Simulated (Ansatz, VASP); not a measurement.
One calculation of Ni, two programs

```
CELL_PARAMETERS angstrom
0.00000 1.75725 1.75725
1.75725 0.00000 1.75725
1.75725 1.75725 0.00000
ATOMIC_POSITIONS crystal
Ni 0.00000 0.00000 0.00000
```

Alike in both runs: task single point; functional PBE; k mesh 9 × 9 × 9; occupations fermi-dirac, width 0.1 eV; no spin polarisation.

```csv
,VASP,Ansatz
version,VASP 6.6.1,Ansatz 0.2.0
potentials or method,"VASP PAW PBE potentials, release 64 (Ni), cutoff 600 eV","plane waves (420 eV) with PAW, scalar-relativistic"
valence electrons in the cell,10,18
```

|  | VASP | Ansatz | Ansatz less VASP |
| --- | --- | --- | --- |
| pressure (GPa) | -0.4 | -0.3 | +0.06 |

VASP's potentials hold 10 valence electrons a cell and Ansatz's 18, so a difference there can come from the potentials and not from the codes.
